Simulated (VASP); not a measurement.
# HgTe (F-43m) in VASP: a series of runs, part 3 of 3

VASP 6.6.1. Earlier steps stand in the parts before.

## Step 5: Single point, PBEsol (volume scaled by 0.94)

INCAR

```
SYSTEM = HgTe
PREC = Accurate
ENCUT = 520
EDIFF = 1E-6
ISMEAR = 0
SIGMA = 0.1
LREAL = .False.
LASPH = .True.
NELM = 60
ALGO = Normal
ISIF = 2
LWAVE = .False.
LCHARG = .False.
GGA = PS
NBANDS = 16
```

KPOINTS

```
Automatic mesh
0
Gamma
  12 12 12
  0 0 0
```

POSCAR

```
HgTe
1.0
    0.0000000000      3.1882739795      3.1882739795
    3.1882739795      0.0000000000      3.1882739795
    3.1882739795      3.1882739795      0.0000000000
Hg Te
1 1
Direct
    0.0000000000      0.0000000000      0.0000000000
    0.2500000000      0.2500000000      0.2500000000
```

Potentials or basis: VASP PAW PBE potentials, release 64 (Hg, Te).

Launch:

```
$ cat potpaw_PBE.64/Hg/POTCAR potpaw_PBE.64/Te/POTCAR > POTCAR
$ mpirun -np 1 vasp_std > vasp.out
```

OUTCAR:

```text
SYSTEM = HgTe
   PREC = Accurate
   ENCUT = 520
   EDIFF = 1E-6
   ISMEAR = 0
   LREAL = .False.
   LASPH = .True.
   NELM = 60
   ISIF = 2
   GGA = PS

 ion  position               nearest neighbor table
   1  0.000  0.000  0.000-   2 2.76   2 2.76   2 2.76   2 2.76
   2  0.250  0.250  0.250-   1 2.76   1 2.76   1 2.76   1 2.76

  LATTYP: Found a face centered cubic cell.
 ALAT       =     6.3765479590

  Lattice vectors:

 A1 = (   0.0000000000,   3.1882739795,   3.1882739795)
 A2 = (   3.1882739795,   0.0000000000,   3.1882739795)
 A3 = (   3.1882739795,   3.1882739795,   0.0000000000)

Analysis of symmetry for initial positions (statically):
=====================================================================
 Subroutine PRICEL returns:
 Original cell was already a primitive cell.

 Routine SETGRP: Setting up the symmetry group for a
 face centered cubic supercell.

 Subroutine GETGRP returns: Found 24 space group operations
 (whereof 24 operations were pure point group operations)
 out of a pool of 48 trial point group operations.

[... 157 lines left out ...]
  ext. energy  EPLUGINS =         0.00000000
  ---------------------------------------------------
  free energy    TOTEN  =        -4.33601627 eV

  energy without entropy =       -4.33586907  energy(sigma->0) =       -4.33594267

 E-fermi :   3.4544     XC(G=0):  -9.1258

 val. band max:        3.3975902962   @ k =   0.0000   0.0000   0.0000
 cond. band min:       3.8537318432   @ k =   0.0833   0.0000   0.0000
 fundamental gap:      0.4561415470
 Fermi energy:         3.4544051762

 k-point     1 :       0.0000    0.0000    0.0000
  band No.  band energies     occupation
      1      -8.9344      2.00000
      2      -4.2001      2.00000
      3      -4.2001      2.00000
      4      -4.2001      2.00000
      5      -3.6128      2.00000
      6      -3.6128      2.00000
[... 433 lines left out ...]
      3      -4.0129      2.00000
      4      -3.6361      2.00000
      5      -3.6014      2.00000
      6      -3.2785      2.00000
[... 8 lines left out ...]
     15      12.7240      0.00000
     16      12.9072      0.00000

 [... further k-points ...]
[... 5 lines left out ...]
  --------------------------------------------------------------------------------------
  -------------------------------------------------------------------------------------
  Total        1.2947038      1.2947038      1.2947038     -0.0000000     -0.0000000     -0.0000000
  in kB       32.0025142     32.0025142     32.0025142     -0.0000000     -0.0000000     -0.0000000
  external PRESSURE =      32.0025142 kB  Pullay stress =       0.0000000 kB

 VOLUME and BASIS-vectors are now :
 -----------------------------------------------------------------------------
  energy-cutoff  :      520.00
  volume of cell :       64.82
      direct lattice vectors                 reciprocal lattice vectors
     0.000000000  3.188273979  3.188273979    -0.156824665  0.156824665  0.156824665
     3.188273979  0.000000000  3.188273979     0.156824665 -0.156824665  0.156824665
     3.188273979  3.188273979  0.000000000     0.156824665  0.156824665 -0.156824665

 POSITION                                       TOTAL-FORCE (eV/Angst)
 -----------------------------------------------------------------------------------
      0.00000      0.00000      0.00000        -0.000000     -0.000000     -0.000000
      1.59414      1.59414      1.59414         0.000000      0.000000      0.000000
 -----------------------------------------------------------------------------------
    total drift:                                0.000000      0.000000      0.000000

  FREE ENERGIE OF THE ION-ELECTRON SYSTEM (eV)
  ---------------------------------------------------
  free  energy   TOTEN  =        -4.3360162728 eV

  energy  without entropy=       -4.3358690698  energy(sigma->0) =       -4.33594267
```

OSZICAR:

```text
N       E                     dE             d eps       ncg     rms          rms(c)
DAV:   1     0.105463043902E+03    0.10546E+03   -0.80499E+03  2320   0.974E+02
DAV:   2    -0.104444918060E+01   -0.10651E+03   -0.99924E+02  2656   0.232E+02
DAV:   3    -0.454964681785E+01   -0.35052E+01   -0.34956E+01  2848   0.432E+01
DAV:   4    -0.458071984244E+01   -0.31073E-01   -0.31071E-01  3320   0.376E+00
DAV:   5    -0.458081133225E+01   -0.91490E-04   -0.91490E-04  3056   0.174E-01    0.841E+00
DAV:   6    -0.435027705249E+01    0.23053E+00   -0.45099E-01  2720   0.945E+00    0.660E+00
DAV:   7    -0.433836196638E+01    0.11915E-01   -0.10719E-01  2656   0.230E+00    0.233E+00
DAV:   8    -0.433624048039E+01    0.21215E-02   -0.11885E-02  2552   0.128E+00    0.607E-01
DAV:   9    -0.433600451965E+01    0.23596E-03   -0.71010E-04  3088   0.312E-01    0.137E-01
DAV:  10    -0.433601092471E+01   -0.64051E-05   -0.75470E-05  2856   0.791E-02    0.515E-02
DAV:  11    -0.433601815432E+01   -0.72296E-05   -0.23546E-05  2888   0.422E-02    0.387E-02
DAV:  12    -0.433601630576E+01    0.18486E-05   -0.41024E-06  2520   0.194E-02    0.173E-02
DAV:  13    -0.433601627279E+01    0.32972E-07   -0.37833E-07  1424   0.341E-03
   1 F= -.43360163E+01 E0= -.43359427E+01  d E =-.147203E-03
```

stdout:

```text
POSCAR found type information on POSCAR HgTe
 POSCAR found :  2 types and       2 ions
 scaLAPACK will be used
 -----------------------------------------------------------------------------
|                                                                             |
|                                                                             |
|     You enforced a specific xc type in the INCAR file but a different       |
|     I HOPE YOU KNOW WHAT YOU ARE DOING!                                     |
|                                                                             |
 -----------------------------------------------------------------------------

 LDA part: xc-table for (Slater+PW92), standard interpolation
 POSCAR, INCAR and KPOINTS ok, starting setup
 FFT: planning ... GRIDC
 FFT: planning ... GRID_SOFT
 FFT: planning ... GRID
 WAVECAR not read
 entering main loop
```

Wall time 25 s (1 thread of Intel Xeon 6975P-C (Granite Rapids), shared host); peak memory 0.25 GiB.

Results:

| Item | Value |
| --- | --- |
| Free energy | -4.3360 eV |
| Pressure | 3.2 GPa |
| Band gap on the k mesh | zero (filled and empty bands touch) |

Caveat: the cell differs from its parent crystal (volume scaled by 0.94); the PAW data sets were made with another functional, which shifts forces and pressure a little; spin-orbit coupling is left out, which moves the levels of the heavy elements.

## Step 6: Single point, PBEsol

This run uses another cell than the first one, of 33.22 Å³/atom, 0.909 times its volume.

INCAR

```
SYSTEM = HgTe
ALGO     = Normal         ! electronic algorithm
EDIFF    = 1E-7           ! SCF threshold, eV
ENCUT    = 520            ! plane-wave cutoff, eV
GGA      = PS             ! functional
ISIF     = 2              ! what is computed and relaxed
ISMEAR   = 0              ! smearing method
LASPH    = .True.         ! aspherical terms in the spheres
LCHARG   = .False.        ! write CHGCAR
LREAL    = .False.        ! projectors in reciprocal space
LWAVE    = .False.        ! write WAVECAR
NBANDS   = 16             ! bands
NELM     = 100            ! most SCF steps
PREC     = Accurate       ! precision mode
SIGMA    = 0.1            ! smearing width, eV
```

KPOINTS

```
k-points
0
Gamma
  12 12 12
  0 0 0
```

POSCAR

```
HgTe
1.0
    0.0000000000      3.2145000000      3.2145000000
    3.2145000000      0.0000000000      3.2145000000
    3.2145000000      3.2145000000      0.0000000000
Hg Te
1 1
Direct
    0.0000000000      0.0000000000      0.0000000000
    0.2500000000      0.2500000000      0.2500000000
```

Potentials or basis: VASP PAW PBE potentials, release 64 (Hg, Te).

Launch:

```
$ cat potpaw_PBE.64/Hg/POTCAR potpaw_PBE.64/Te/POTCAR > POTCAR
$ mpirun -np 1 vasp_std > vasp.out
```

Wall time 26 s (1 thread of Intel Xeon 6975P-C (Granite Rapids), shared host); peak memory 0.25 GiB.

Results (log left out):

- Free energy: -4.3617 eV
- Pressure: 1.9 GPa
- Band gap on the k mesh: zero (filled and empty bands touch)

Levels at points of the mesh, in eV from the Fermi level:
```tsv
k point	band 7	band 8	band 9	band 10	band 11	band 12
(0.00, 0.00, 0.00)	-0.83	-0.06	-0.06	-0.06	4.09	4.09
(0.50, 0.00, 0.00)	-5.71	-1.09	-1.09	0.58	4.90	4.90
(0.50, 0.50, 0.00)	-5.62	-2.43	-2.43	1.77	2.28	8.10
```

Caveat: the PAW data sets were made with another functional, which shifts forces and pressure a little; spin-orbit coupling is left out, which moves the levels of the heavy elements.

## Step 7: Summary

```tsv
cell	gap on the mesh (eV)	pressure (GPa)
a = 4.693 Å, angles 60.0°, 2 atoms	none	-2.0
a = 4.411 Å, angles 60.0°, 2 atoms	none	7.7
a = 4.460 Å, angles 60.0°, 2 atoms	none	5.2
a = 4.509 Å, angles 60.0°, 2 atoms	none	3.2
a = 4.546 Å, angles 60.0°, 2 atoms	none	1.9
```

Alike in all rows: task single point; level PBEsol; potentials or basis VASP PAW PBE potentials, release 64 (Hg, Te); no spin polarisation; k mesh 12 × 12 × 12; cutoff (eV) 520; smearing gaussian 0.1 eV.

Caveats: the PAW data sets were made with another functional, which shifts forces and pressure a little; spin-orbit coupling is left out, which moves the levels of the heavy elements.

Total energies depend on the potentials used, so only differences within one code and one set of settings carry meaning.
